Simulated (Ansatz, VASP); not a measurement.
## Two plane-wave programs on SbAsF2

```
Sb As F
1.0
     4.68679    0.00000    0.00000
     0.00000    4.68679    0.00000
     0.00000    0.00000    3.30381
Sb As F
1 1 2
Cartesian
  0.0000 0.0000 0.0000
  2.3434 2.3434 1.6519
  0.0000 2.3434 -0.0001
  2.3434 0.0000 3.3039
```

Change from the starting cell: species swapped into the AlInSb2 type (P-4m2, No. 115).

Alike in both runs: functional PBE; k mesh 4 × 4 × 4; occupations gaussian, width 0.1 eV; no spin polarisation.

Ansatz relaxed the structure, and its values are those at the end. VASP's run is a single point on that final structure, the one shown.

```csv
,VASP,Ansatz
version,VASP 6.6.1,Ansatz 0.2.0
potentials or method,"VASP PAW PBE potentials, release 64 (Sb_d_GW, As_d, F), cutoff 700 eV","scalar-relativistic, plane waves, PAW"
valence electrons in the cell,44,44
```

VASP gave:

```
gap on the k mesh at the Fermi level (eV) : none
pressure (GPa)                            : -0.2
```

Q: Which values does Ansatz return?

A: gap on the k mesh at the Fermi level (eV): none; pressure (GPa): 0.0.

A gap of «none» marks a metal or a gap that the smearing closes. With one functional, cell and mesh, what is left measures potentials, basis and numerics.

The k mesh is coarse, so the values compare programs but aren't converged. Spin-orbit coupling is off throughout.
